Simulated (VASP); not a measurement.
# CuI (Pm-3m) in VASP: a series of runs

Aim: see how the results for CuI move with the level of theory and the settings. Levels: PBEsol, LDA. Tasks: relaxation of cell and atoms.

All numbers are computed with VASP 6.6.1; they aren't measurements. Logs are shortened: lines on timing, memory, paths and dates and some standing lists are left out, and cuts for length are marked.

## Step 1: The cell of the first run

It takes space group Pm-3m (No. 221, cubic). The conventional cell has a = 3.649 Å, b = 3.649 Å, c = 3.649 Å, α = 90.00°, β = 90.00°, γ = 90.00°. Cu (site symmetry m-3m) has 8 I at 3.16 Å and 6 Cu at 3.65 Å within 4.2 Å. Within 4.2 Å of I (site symmetry m-3m) lie 8 Cu at 3.16 Å and 6 I at 3.65 Å.

## Step 2: Relaxation of cell and atoms, PBEsol

Contents of INCAR:

```
PREC     = Accurate       # precision mode
ENCUT    = 600            # plane-wave cutoff, eV
EDIFF    = 1E-6           # SCF threshold, eV
ISMEAR   = -1             # smearing method
SIGMA    = 0.02           # smearing width, eV
LREAL    = F              # projectors in reciprocal space
LASPH    = T              # aspherical terms in the spheres
NELM     = 80             # most SCF steps
ALGO     = Normal         # electronic algorithm
ISIF     = 3              # what is computed and relaxed
LWAVE    = F              # write WAVECAR
LCHARG   = F              # write CHGCAR
GGA      = PS             # functional
IBRION   = 2              # ionic algorithm
NSW      = 80             # ionic steps
EDIFFG   = -0.005         # ionic threshold
```

Contents of KPOINTS:

```
regular mesh
0
Gamma
  6 6 6
```

Contents of POSCAR:

```
CuI
1.0
    3.6494671566      0.0000000000      0.0000000000
    0.0000000000      3.6494671566      0.0000000000
    0.0000000000      0.0000000000      3.6494671566
Cu I
1 1
Direct
    0.0000000000      0.0000000000      0.0000000000
    0.5000000000      0.5000000000      0.5000000000
```

Potentials or basis: VASP PAW PBE potentials, release 64 (Cu, I).

Launch:

```bash
cat potpaw_PBE.64/Cu/POTCAR potpaw_PBE.64/I/POTCAR > POTCAR
mpirun -np 1 vasp_std > vasp.out
```

OUTCAR:

```text
PREC = Accurate
   ENCUT = 600
   EDIFF = 1E-6
   ISMEAR = -1
   LREAL = F
   LASPH = T
   NELM = 80
   ISIF = 3
   GGA = PS
   IBRION = 2
   NSW = 80
   EDIFFG = -0.005

 ion  position               nearest neighbor table
   1  0.000  0.000  0.000-   2 3.16   2 3.16   2 3.16   2 3.16   2 3.16   2 3.16   2 3.16   2 3.16

   2  0.500  0.500  0.500-   1 3.16   1 3.16   1 3.16   1 3.16   1 3.16   1 3.16   1 3.16   1 3.16

  LATTYP: Found a simple cubic cell.
 ALAT       =     3.6494671566

  Lattice vectors:

 A1 = (   3.6494671566,   0.0000000000,   0.0000000000)
 A2 = (   0.0000000000,   3.6494671566,   0.0000000000)
 A3 = (   0.0000000000,   0.0000000000,   3.6494671566)

Analysis of symmetry for initial positions (statically):
=====================================================================
 Subroutine PRICEL returns:
 Original cell was already a primitive cell.

 Routine SETGRP: Setting up the symmetry group for a
 simple cubic supercell.

 Subroutine GETGRP returns: Found 48 space group operations
 (whereof 48 operations were pure point group operations)
 out of a pool of 48 trial point group operations.

The static configuration has the point symmetry O_h .

Analysis of symmetry for dynamics (positions and initial velocities):
=====================================================================
 Subroutine PRICEL returns:
 Original cell was already a primitive cell.

 Routine SETGRP: Setting up the symmetry group for a
 simple cubic supercell.

 Subroutine GETGRP returns: Found 48 space group operations
 (whereof 48 operations were pure point group operations)
 out of a pool of 48 trial point group operations.

The dynamic configuration has the point symmetry O_h .

 Subroutine INISYM returns: Found 48 space group operations
 (whereof 48 operations are pure point group operations),
 and found     1 'primitive' translations

----------------------------------------------------------------------------------------

                                     Primitive cell

  volume of cell :      48.6058

  direct lattice vectors                    reciprocal lattice vectors
     3.649467157  0.000000000  0.000000000     0.274012604  0.000000000  0.000000000
     0.000000000  3.649467157  0.000000000     0.000000000  0.274012604  0.000000000
     0.000000000  0.000000000  3.649467157     0.000000000  0.000000000  0.274012604

  length of vectors
     3.649467157  3.649467157  3.649467157     0.274012604  0.274012604  0.274012604

  position of ions in fractional coordinates (direct lattice)
     0.000000000  0.000000000  0.000000000
     0.500000000  0.500000000  0.500000000

[... 68 lines left out ...]
   LASPH  =      T    aspherical Exc in radial PAW
   ENCUT  =  600.0 eV  44.10 Ry    6.64 a.u.   7.29  7.29  7.29*2*pi/ulx,y,z
   NELM   =     80;   NELMIN=  2; NELMDL= -5     # of ELM steps
   EDIFF  = 0.1E-05   stopping-criterion for ELM
   LREAL  =      F    real-space projection
   EDIFFG = -.5E-02   stopping-criterion for IOM
   NSW    =     80    number of steps for IOM
   IBRION =      2    ionic relax: 0-MD 1-quasi-New 2-CG
   NFREE  =      1    steps in history (QN), initial steepest desc. (CG)
   ISIF   =      3    stress and relaxation
   ISYM   =      2    0-nonsym 1-usesym 2-fastsym
   POTIM  = 0.5000    time-step for ionic-motion
   TEBEG  =    0.0;   TEEND  =   0.0 temperature during run
   PSTRESS=    0.0 pullay stress
   NELECT =      18.0000    total number of electrons
   NUPDOWN=      -1.0000    fix difference up-down
   EMIN   =  10.00;   EMAX   =-10.00  energy-range for DOS
   EFERMI =   0.00;   METHOD = LEGACY
   ISMEAR =    -1;   SIGMA  =   0.02  broadening in eV -4-tet -1-fermi 0-gaus
   EFERMI_NEDOS =   21; number of points for ismear=-14 and -15
   IALGO  =     38    algorithm
   IMIX   =      4    mixing-type and parameters
     AMIX     =   0.40;   BMIX     =  1.00
     AMIX_MAG =   1.60;   BMIX_MAG =  1.00
  volume/ion in A,a.u.               =      24.30       164.00
  Fermi-wavevector in a.u.,A,eV,Ry     =   1.175627  2.221613 18.804595  1.382099
  Thomas-Fermi vector in A             =   2.312004
   LORBIT       =      0    0 simple, 1 ext, 2 COOP (PROOUT), +10 PAW based schemes
   GGA     = PS    functional components
   LHFCALC =     F    Hartree Fock is set to
   AEXX    =    0.0000 exact exchange contribution
   IVDW    =     0    specifies the selected vdW correction
   LEPSILON=     F    determine dielectric tensor
   LRPA    =     F    only Hartree local field effects (RPA)
 conjugate gradient relaxation of ions
 non-spin polarized calculation
  energy-cutoff  :      600.00
  volume of cell :       48.61
 maximum number of plane-waves:      1647
 NGX is ok and might be reduce to    30
   NGX = 15   NGY = 15   NGZ = 15

--------------------------------------- Ionic step        1  -------------------------------------------

 number of electron      17.9999995 magnetization

 Free energy of the ion-electron system (eV)
  ---------------------------------------------------
  ext. energy  EPLUGINS =         0.00000000
  ---------------------------------------------------
  free energy    TOTEN  =        -4.86239968 eV

  energy without entropy =       -4.86052653  energy(sigma->0) =       -4.86146311

------------------------ aborting loop because EDIFF is reached ----------------------------------------

  FORCE on cell =-STRESS in cart. coord.  units (eV):
  Direction    XX          YY          ZZ          XY          YZ          ZX
  --------------------------------------------------------------------------------------
  -------------------------------------------------------------------------------------
  Total       -0.9201646     -0.9201646     -0.9201646     -0.0000000     -0.0000000      0.0000000
  in kB      -30.3310701    -30.3310701    -30.3310701     -0.0000000     -0.0000000      0.0000000
  external PRESSURE =     -30.3310701 kB  Pullay stress =       0.0000000 kB
[... 131 lines left out ...]
--------------------------------------- Ionic step        5  -------------------------------------------

 number of electron      17.9999989 magnetization

 Free energy of the ion-electron system (eV)
  ---------------------------------------------------
  ext. energy  EPLUGINS =         0.00000000
  ---------------------------------------------------
  free energy    TOTEN  =        -4.90139430 eV

  energy without entropy =       -4.89938463  energy(sigma->0) =       -4.90038946

 E-fermi :   6.6187     XC(G=0): -10.4816

 val. band max:        6.6103472160   @ k =   0.5000   0.1667   0.0000
 cond. band min:       6.6611650070   @ k =   0.5000   0.0000   0.0000
 fundamental gap:      0.0508177910
 Fermi energy:         6.6187481030

 k-point     1 :       0.0000    0.0000    0.0000
  band No.  band energies     occupation
      1      -7.8204      2.00000
      2       4.2299      2.00000
      3       4.2299      2.00000
      4       4.7288      2.00000
      5       4.7288      2.00000
      6       4.7288      2.00000
      7       4.8319      2.00000
      8       4.8319      2.00000
      9       4.8319      2.00000
     10       6.2465      2.00000
     11      11.8222      0.00000
     12      11.8222      0.00000
     13      17.1672      0.00000
[... 331 lines left out ...]
  FREE ENERGIE OF THE ION-ELECTRON SYSTEM (eV)
  ---------------------------------------------------
  free  energy   TOTEN  =        -4.9013942987 eV

  energy  without entropy=       -4.8993846306  energy(sigma->0) =       -4.90038946

 reached required accuracy - stopping structural energy minimisation
```

Wall time 70 s (1 thread of Intel Xeon Platinum 8259CL at 2.50GHz (Skylake/Cascade Lake), shared host); peak memory 0.18 GiB.

Results:

```
Free energy                            : -4.9014 eV
Relaxed volume                         : 22.51 Å³/atom
Relaxed cell                           : a = 3.558 Å, b = 3.558 Å, c = 3.558 Å, α = 90.00°, β = 90.00°, γ = 90.00°
Space group after relaxing (to 0.05 Å) : Pm-3m (No. 221)
Energy gained by relaxing              : 19.5 meV/atom
Ionic steps                            : 5
Pressure after relaxing                : 0.0 GPa
Band gap on the k mesh                 : zero (band 9 reaches 6.66 eV, above the bottom of band 10 at 6.09 eV)
```

Step by step:
```csv
step,energy change (eV),largest force (eV/Å),pressure (GPa),volume (Å³)
1,0.0000,0.0000,-3.03,48.61
2,-0.0384,0.0000,-0.44,45.44
3,-0.0390,0.0000,-0.14,45.11
4,-0.0390,0.0000,0.07,44.96
5,-0.0390,0.0000,0.01,45.03
```

Final structure:
```yaml
crystal:
  lattice:
    - [3.55765, 0.00000, 0.00000]
    - [0.00000, 3.55765, 0.00000]
    - [0.00000, 0.00000, 3.55765]
  atoms:
    - { symbol: Cu, position: [0.00000, 0.00000, 0.00000] }
    - { symbol: I, position: [0.50000, 0.50000, 0.50000] }
```

Levels at points of the mesh, in eV from the Fermi level:
| k point | band 5 | band 6 | band 7 | band 8 | band 9 | band 10 | band 11 | band 12 | band 13 |
| --- | --- | --- | --- | --- | --- | --- | --- | --- | --- |
| (0.00, 0.00, 0.00) | -1.89 | -1.89 | -1.79 | -1.79 | -1.79 | -0.37 | 5.20 | 5.20 | 10.55 |
| (0.50, 0.00, 0.00) | -2.27 | -1.87 | -1.71 | 0.04 | 0.04 | 3.39 | 4.17 | 6.10 | 6.17 |
| (0.50, 0.50, 0.00) | -2.05 | -2.05 | -1.90 | -1.72 | -0.67 | -0.23 | 7.34 | 7.34 | 7.62 |
| (0.50, 0.50, 0.50) | -1.71 | -1.71 | -0.92 | -0.92 | -0.92 | 1.32 | 1.32 | 1.32 | 1.89 |

Caveat: the PAW data sets were made with another functional, which shifts forces and pressure a little; spin-orbit coupling is left out, which moves the levels of the heavy elements; semilocal functionals often make such compounds metallic where correlation or magnetic order opens a gap, which also shifts bond lengths.

## Step 3: Relaxation of cell and atoms, LDA

Contents of INCAR:

```
SYSTEM = CuI
ALGO = Normal ; EDIFF = 1E-7
EDIFFG = -0.005 ; ENCUT = 600
GGA = CA ; IBRION = 2
ISIF = 3 ; ISMEAR = -1
LASPH = .TRUE. ; LCHARG = .FALSE.
LREAL = .FALSE. ; LWAVE = .FALSE.
NELM = 80 ; NSW = 80
PREC = Accurate ; SIGMA = 0.02
```

Contents of KPOINTS:

```
k-points
0
G
  6 6 6
  0 0 0
```

POSCAR is that of step 2.

Potentials or basis: VASP PAW LDA potentials, release 64 (Cu, I).

Launch:

```bash
cat potpaw_LDA.64/Cu/POTCAR potpaw_LDA.64/I/POTCAR > POTCAR
mpirun -np 1 vasp_std > vasp.out
```

It took 44 s on 1 thread of Intel Xeon Platinum 8259CL at 2.50GHz (Skylake/Cascade Lake), shared host; peak memory 0.16 GiB.

Results (log left out):

| Item | Value |
| --- | --- |
| Free energy | -5.4748 eV |
| Relaxed volume | 21.40 Å³/atom |
| Relaxed cell | a = 3.498 Å, b = 3.498 Å, c = 3.498 Å, α = 90.00°, β = 90.00°, γ = 90.00° |
| Space group after relaxing (to 0.05 Å) | Pm-3m (No. 221) |
| Energy gained by relaxing | 46.6 meV/atom |
| Ionic steps | 3 |
| Pressure after relaxing | 0.0 GPa |
| Band gap on the k mesh | zero (band 9 reaches 7.30 eV, above the bottom of band 10 at 6.55 eV) |

The path:
| step | energy change (eV) | largest force (eV/Å) | pressure (GPa) | volume (Å³) |
| --- | --- | --- | --- | --- |
| 1 | 0.0000 | 0.0000 | -4.92 | 48.61 |
| 2 | -0.0915 | 0.0000 | -0.72 | 43.54 |
| 3 | -0.0933 | 0.0000 | 0.00 | 42.81 |

Final structure:
```cif
data_structure
_symmetry_space_group_name_H-M 'P 1'
_symmetry_Int_Tables_number 1
_cell_length_a 3.4982
_cell_length_b 3.4982
_cell_length_c 3.4982
_cell_angle_alpha 90.000
_cell_angle_beta 90.000
_cell_angle_gamma 90.000
_cell_volume 42.81
loop_
_atom_site_label
_atom_site_type_symbol
_atom_site_fract_x
_atom_site_fract_y
_atom_site_fract_z
_atom_site_occupancy
Cu1 Cu 0.00000 0.00000 0.00000 1
I1 I 0.50000 0.50000 0.50000 1
```

Levels at points of the mesh, in eV from the Fermi level:
```csv
k point,band 7,band 8,band 9,band 10,band 11,band 12
"(0.00, 0.00, 0.00)",-1.86,-1.86,-1.86,-0.27,5.22,5.22
"(0.50, 0.00, 0.00)",-1.90,0.09,0.09,3.52,4.34,6.09
"(0.50, 0.50, 0.00)",-2.09,-1.91,-0.80,-0.17,7.48,7.48
"(0.50, 0.50, 0.50)",-1.02,-1.02,-1.02,1.18,1.18,1.18
```

Caveat: spin-orbit coupling is left out, which moves the levels of the heavy elements; semilocal functionals often make such compounds metallic where correlation or magnetic order opens a gap, which also shifts bond lengths.
